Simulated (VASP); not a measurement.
Runs of VASP 6.6.1 on Ir. The structure is that of space group I4/mmm (No. 139), or close to it. The cells are those of the table. 

| cell | gap on the mesh (eV) | pressure (GPa) |
| --- | --- | --- |
| a = 2.636, b = 2.636, c = 2.737 Å, angles 58.7, 58.7, 62.5°, 1 atom | none | 35.5 |
| a = 2.842, b = 2.842, c = 2.641 Å, angles 62.3, 62.3, 59.8°, 1 atom | none | (a) |
| a = 2.949, b = 2.949, c = 2.737 Å, angles 62.4, 62.4, 55.3°, 1 atom | none | -30.0 |
| a = 2.540, b = 2.540, c = 2.689 Å, angles 58.0, 58.0, 66.5°, 1 atom | none | (b) |
| a = 2.541, b = 2.541, c = 2.641 Å, angles 58.7, 58.7, 67.8°, 1 atom | none | 95.6 |

Alike in all rows: task single point; level PBE; potentials or basis VASP PAW PBE potentials, release 64 (Ir); no spin polarisation; k mesh 20 × 20 × 20; cutoff (eV) 520; smearing gaussian 0.15 eV.

Problem. Fill in the values left out.

Solution. (a) -17.3; (b) 93.8.

Caveats: spin-orbit coupling is left out, which moves the levels of the heavy elements; the cell stands under pressure (at least some runs); the cell stands under tension (at least some runs).

A k mesh can miss the band edges, and the runs leave out spin-orbit coupling on Ir.

A gap of «none» marks levels without a gap at the run's occupations.
